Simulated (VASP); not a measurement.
# V (a cell with a defect) in VASP: single point with r2SCAN

Aim: the single point of V (a cell with a defect) with r2SCAN.

Everything below comes from runs of VASP 6.6.1. Logs are shortened: lines on timing, memory, paths and dates and some standing lists are left out, and cuts for length are marked.

## (1) The cell of the first run

The cell holds a defect, 2 atoms: a = 2.648 Å, b = 2.656 Å, c = 4.526 Å, α = 85.72°, β = 84.94°, γ = 68.06°.

## (2) Single point, r2SCAN

File POSCAR:

```
V
1.0
    2.1950390000      1.4802050000     -0.0148950000
    2.1999160000     -1.4874560000      0.0034830000
    0.4325950000      0.0265000000     -4.5049180000
V
2
Direct
    0.0114220000      0.0039290000      0.0149290000
    0.5231970000      0.5085170000      0.4800070000
```

File INCAR.step1:

```
PREC = Accurate
ENCUT = 520
ISMEAR = -1
SIGMA = 0.1
LREAL = F
LASPH = T
NELM = 60
NBANDS = 20
GGA = PE
ALGO = Normal
EDIFF = 1E-4
LWAVE = T
LCHARG = F
```

File INCAR.step2:

```
PREC = Accurate
ENCUT = 520
EDIFF = 1E-7
ISMEAR = -1
SIGMA = 0.1
LREAL = F
LASPH = T
NELM = 60
ALGO = Normal
ISIF = 2
LWAVE = F
LCHARG = F
METAGGA = R2SCAN
LMIXTAU = T
NBANDS = 20
ISTART = 1
```

File KPOINTS:

```
Automatic mesh
0
Gamma
  7 7 4
  0.5 0 0.5
```

Potentials or basis: VASP PAW PBE potentials, release 64 (V_sv).

Run with:

```console
$ cat potpaw_PBE.64/V_sv/POTCAR > POTCAR
$ cp INCAR.step1 INCAR
$ mpirun -np 1 vasp_std > vasp.out
$ cp INCAR.step2 INCAR
$ mpirun -np 1 vasp_std > vasp.out
```

OUTCAR:

```text
PREC = Accurate
   ENCUT = 520
   EDIFF = 1E-7
   ISMEAR = -1
   LREAL = F
   LASPH = T
   NELM = 60
   ISIF = 2
   METAGGA = R2SCAN
   ISTART = 1

 ion  position               nearest neighbor table
   1  0.011  0.004  0.015-   2 2.56   2 2.60   2 2.83   2 2.85   2 2.87
   2  0.523  0.509  0.480-   1 2.56   1 2.60   1 2.83   1 2.85   1 2.87

  Warning from LATTYP: Got some problem with cell dimensions!
  Tried to take original basis but could not verify dimensions!
  LATTYP: Found a triclinic cell.
 ALAT       =     2.6475318534
 B/A-ratio  =     1.1209390770
 C/A-ratio  =     1.7094103612
 COS(alpha) =     0.0118623900
 COS(beta)  =     0.0881230621
 COS(gamma) =     0.5577495294

  Lattice vectors:

 A1 = (  -2.1950390000,  -1.4802050000,   0.0148950000)
 A2 = (   0.0048770000,  -2.9676610000,   0.0183780000)
 A3 = (  -0.4325950000,  -0.0265000000,   4.5049180000)

Analysis of symmetry for initial positions (statically):
=====================================================================
 Subroutine PRICEL returns:
 Original cell was already a primitive cell.

 Routine SETGRP: Setting up the symmetry group for a
 triclinic supercell.

 Subroutine GETGRP returns: Found  2 space group operations
 (whereof  1 operations were pure point group operations)
 out of a pool of  2 trial point group operations.

The static configuration has the point symmetry C_1 .
 The point group associated with its full space group is S_2 .

Analysis of symmetry for dynamics (positions and initial velocities):
=====================================================================
 Subroutine PRICEL returns:
 Original cell was already a primitive cell.

 Routine SETGRP: Setting up the symmetry group for a
 triclinic supercell.

 Subroutine GETGRP returns: Found  2 space group operations
 (whereof  1 operations were pure point group operations)
 out of a pool of  2 trial point group operations.

The dynamic configuration has the point symmetry C_1 .
 The point group associated with its full space group is S_2 .

 Subroutine INISYM returns: Found  2 space group operations
 (whereof  1 operations are pure point group operations),
 and found     1 'primitive' translations

----------------------------------------------------------------------------------------

                                     Primitive cell

  volume of cell :      29.3697

  direct lattice vectors                    reciprocal lattice vectors
     2.195039000  1.480205000 -0.014895000     0.228152463  0.337488623  0.023894123
     2.199916000 -1.487456000  0.003483000     0.227029961 -0.336469863  0.019821798
     0.432595000  0.026500000 -4.504918000    -0.000578831 -0.001376011 -0.222043301

  length of vectors
     2.647531853  2.655591815  4.525718382     0.408072355  0.406383410  0.222048319

  position of ions in fractional coordinates (direct lattice)
     0.011422000  0.003929000  0.014929000
     0.523197000  0.508517000  0.480007000

  ion indices of the primitive-cell ions
   primitive index   ion index
                 1           1
                 2           2

----------------------------------------------------------------------------------------

 KPOINTS: Automatic mesh

Automatic generation of k-mesh.
 Grid dimensions read from file:
 generate k-points for:    7    7    4

 Generating k-lattice:

  Cartesian coordinates                     Fractional coordinates (reciprocal lattice)
     0.032593209  0.048212660  0.003413446     0.142857143 -0.000000000 -0.000000000
     0.032432852 -0.048067123  0.002831685     0.000000000  0.142857143  0.000000000
    -0.000144708 -0.000344003 -0.055510825     0.000000000 -0.000000000  0.250000000

  Length of vectors
     0.058296051  0.058054773  0.055512080

  Shift w.r.t. Gamma in fractional coordinates (k-lattice)
     0.500000000  0.000000000  0.500000000

 Subroutine IBZKPT returns following result:
 ===========================================

 Found     98 irreducible k-points:

 Following reciprocal coordinates:
            Coordinates               Weight
  0.071429  0.000000  0.125000      2.000000
  0.214286 -0.000000  0.125000      2.000000
  0.357143 -0.000000  0.125000      2.000000
  0.500000  0.000000  0.125000      2.000000
 -0.357143 -0.000000  0.125000      2.000000
 -0.214286 -0.000000  0.125000      2.000000
[... 16 lines left out ...]
  0.214286  0.428571  0.125000      2.000000
  0.357143  0.428571  0.125000      2.000000
 [... further k-points ...]
   k-points           NKPTS =     98   k-points in BZ     NKDIM =     98   number of bands    NBANDS=     20
   number of dos      NEDOS =    301   number of ions     NIONS =      2
   total plane-waves  NPLWV =  14400
   dimension x,y,z NGX =    20 NGY =   20 NGZ =   36
   dimension x,y,z NGXF=    40 NGYF=   40 NGZF=   72
   ions per type =               2
   NGX,Y,Z   is equivalent  to a cutoff of  12.56, 12.52, 13.22 a.u.
   NGXF,Y,Z  is equivalent  to a cutoff of  25.12, 25.04, 26.45 a.u.
 SYSTEM =  unknown system
   PREC   = accura    normal or accurate (medium, high low for compatibility)
   ISTART =      1    job   : 0-new  1-cont  2-samecut
   ICHARG =      0    charge: 1-file 2-atom 10-const
   ISPIN  =      1    spin polarized calculation?
   LNONCOLLINEAR =      F non collinear calculations
   LSORBIT =      F    spin-orbit coupling
   LASPH  =      T    aspherical Exc in radial PAW
   ENCUT  =  520.0 eV  38.22 Ry    6.18 a.u.   4.92  4.94  8.41*2*pi/ulx,y,z
   NELM   =     60;   NELMIN=  2; NELMDL=  0     # of ELM steps
   EDIFF  = 0.1E-06   stopping-criterion for ELM
   LREAL  =      F    real-space projection
   EDIFFG = 0.1E-05   stopping-criterion for IOM
   NSW    =      0    number of steps for IOM
   IBRION =     -1    ionic relax: 0-MD 1-quasi-New 2-CG
   NFREE  =      0    steps in history (QN), initial steepest desc. (CG)
   ISIF   =      2    stress and relaxation
   ISYM   =      2    0-nonsym 1-usesym 2-fastsym
   POTIM  = 0.5000    time-step for ionic-motion
   TEBEG  =    0.0;   TEEND  =   0.0 temperature during run
   PSTRESS=    0.0 pullay stress
   NELECT =      26.0000    total number of electrons
   NUPDOWN=      -1.0000    fix difference up-down
   EMIN   =  10.00;   EMAX   =-10.00  energy-range for DOS
   EFERMI =   0.00;   METHOD = LEGACY
   ISMEAR =    -1;   SIGMA  =   0.10  broadening in eV -4-tet -1-fermi 0-gaus
   EFERMI_NEDOS =   21; number of points for ismear=-14 and -15
   IALGO  =     38    algorithm
   IMIX   =      4    mixing-type and parameters
     AMIX     =   0.40;   BMIX     =  1.00
     AMIX_MAG =   1.60;   BMIX_MAG =  1.00
  volume/ion in A,a.u.               =      14.68        99.10
  Fermi-wavevector in a.u.,A,eV,Ry     =   1.571928  2.970513 33.619421  2.470958
  Thomas-Fermi vector in A             =   2.673439
   LORBIT       =      0    0 simple, 1 ext, 2 COOP (PROOUT), +10 PAW based schemes
   METAGGA = R2SCAN    functional components
   LHFCALC =     F    Hartree Fock is set to
   AEXX    =    0.0000 exact exchange contribution
   IVDW    =     0    specifies the selected vdW correction
   LEPSILON=     F    determine dielectric tensor
   LRPA    =     F    only Hartree local field effects (RPA)
 non-spin polarized calculation
  energy-cutoff  :      520.00
  volume of cell :       29.37
 maximum number of plane-waves:       805
   NGX =  9   NGY =  9   NGZ = 17

 number of electron      26.0000000 magnetization

 Free energy of the ion-electron system (eV)
  ---------------------------------------------------
  ext. energy  EPLUGINS =         0.00000000
  ---------------------------------------------------
  free energy    TOTEN  =       -28.06055007 eV

  energy without entropy =      -27.94646583  energy(sigma->0) =      -28.00350795

 E-fermi :   8.7049     XC(G=0): -13.5341

 val. band max:        8.6981506755   @ k =  -0.2143   0.4286   0.3750
 cond. band min:       8.7087252438   @ k =  -0.0714   0.1429   0.1250
 fundamental gap:      0.0105745684
 Fermi energy:         8.7048907618

 k-point     1 :       0.0714    0.0000    0.1250
  band No.  band energies     occupation
      1     -57.8023      2.00000
      2     -57.6645      2.00000
      3     -30.7865      2.00000
      4     -30.2714      2.00000
      5     -30.1383      2.00000
      6     -30.0767      2.00000
[... 12 lines left out ...]
     19      11.6448      0.00000
     20      12.4644      0.00000

 k-point     2 :       0.2143   -0.0000    0.1250
  band No.  band energies     occupation
      1     -57.7608      2.00000
      2     -57.6470      2.00000
      3     -30.7214      2.00000
      4     -30.4143      2.00000
      5     -30.2968      2.00000
      6     -30.1415      2.00000
[... 12 lines left out ...]
     19      11.6985      0.00000
     20      14.2018      0.00000

 k-point     3 :       0.3571   -0.0000    0.1250
  band No.  band energies     occupation
      1     -57.7008      2.00000
      2     -57.6330      2.00000
      3     -30.6806      2.00000
      4     -30.6293      2.00000
      5     -30.4551      2.00000
      6     -30.2262      2.00000
[... 12 lines left out ...]
     19      11.6592      0.00000
     20      15.7422      0.00000

 k-point     4 :       0.5000    0.0000    0.1250
  band No.  band energies     occupation
      1     -57.6585      2.00000
      2     -57.6421      2.00000
      3     -30.7416      2.00000
      4     -30.7222      2.00000
      5     -30.3819      2.00000
      6     -30.3264      2.00000
[... 12 lines left out ...]
     19      13.4475      0.00000
     20      13.6480      0.00000

 k-point     5 :      -0.3571   -0.0000    0.1250
  band No.  band energies     occupation
      1     -57.6956      2.00000
      2     -57.6382      2.00000
      3     -30.6785      2.00000
      4     -30.6163      2.00000
      5     -30.4428      2.00000
      6     -30.2502      2.00000
[... 12 lines left out ...]
     19      11.5272      0.00000
     20      15.2169      0.00000
[... 353 lines left out ...]
      6     -30.2245      2.00000
[... 12 lines left out ...]
     19      11.6696      0.00000
     20      15.4933      0.00000

 k-point    22 :       0.0714    0.4286    0.1250
  band No.  band energies     occupation
      1     -57.6826      2.00000
      2     -57.6294      2.00000
      3     -30.6936      2.00000
      4     -30.6787      2.00000
      5     -30.4564      2.00000
      6     -30.2539      2.00000
[... 12 lines left out ...]
     19      12.4474      0.00000
     20      15.4054      0.00000

 k-point    23 :       0.2143    0.4286    0.1250
  band No.  band energies     occupation
      1     -57.6827      2.00000
      2     -57.5980      2.00000
      3     -30.6576      2.00000
      4     -30.6112      2.00000
      5     -30.5416      2.00000
      6     -30.3065      2.00000
[... 12 lines left out ...]
     19      12.6063      0.00000
     20      16.7803      0.00000

 k-point    24 :       0.3571    0.4286    0.1250
  band No.  band energies     occupation
      1     -57.6669      2.00000
      2     -57.5675      2.00000
      3     -30.7212      2.00000
      4     -30.6191      2.00000
      5     -30.5374      2.00000
      6     -30.4707      2.00000
[... 12 lines left out ...]
     19      12.3397      0.00000
     20      17.3595      0.00000

 [... further k-points ...]
[... 5 lines left out ...]
  --------------------------------------------------------------------------------------
  -------------------------------------------------------------------------------------
  Total       -2.6171190     -1.5585586     -3.0294282     -0.0049984     -0.0624412      0.9824215
  in kB     -142.7690866    -85.0224943   -165.2613804     -0.2726718     -3.4062943     53.5930621
  external PRESSURE =    -131.0176538 kB  Pullay stress =       0.0000000 kB

 VOLUME and BASIS-vectors are now :
 -----------------------------------------------------------------------------
  energy-cutoff  :      520.00
  volume of cell :       29.37
      direct lattice vectors                 reciprocal lattice vectors
     2.195039000  1.480205000 -0.014895000     0.228152463  0.337488623  0.023894123
     2.199916000 -1.487456000  0.003483000     0.227029961 -0.336469863  0.019821798
     0.432595000  0.026500000 -4.504918000    -0.000578831 -0.001376011 -0.222043301

 POSITION                                       TOTAL-FORCE (eV/Angst)
 -----------------------------------------------------------------------------------
      0.04017      0.01146     -0.06741         0.221097      0.044793      0.598113
      2.47478      0.03076     -2.16841        -0.221097     -0.044793     -0.598113
 -----------------------------------------------------------------------------------
    total drift:                                0.000024     -0.000060     -0.000016

  FREE ENERGIE OF THE ION-ELECTRON SYSTEM (eV)
  ---------------------------------------------------
  free  energy   TOTEN  =       -28.0605500676 eV

  energy  without entropy=      -27.9464658288  energy(sigma->0) =      -28.00350795
```

It took 1.7 min on 1 thread of Intel Xeon Platinum 8488C (Sapphire Rapids), shared host; peak memory 0.17 GiB.

Results:

```
Free energy            : -28.0606 eV
Pressure               : -13.1 GPa
Largest force          : 0.639 eV/Å
Band gap on the k mesh : zero (band 13 reaches 9.30 eV, above the bottom of band 14 at 8.22 eV)
```

Forces in eV/Å, atoms in the order of the input:
```
V    0.221  0.045  0.598
V   -0.221 -0.045 -0.598
```

Caveat: the k points lie up to 0.37 Å⁻¹ apart; the PAW data sets were made with another functional, which shifts forces and pressure a little.
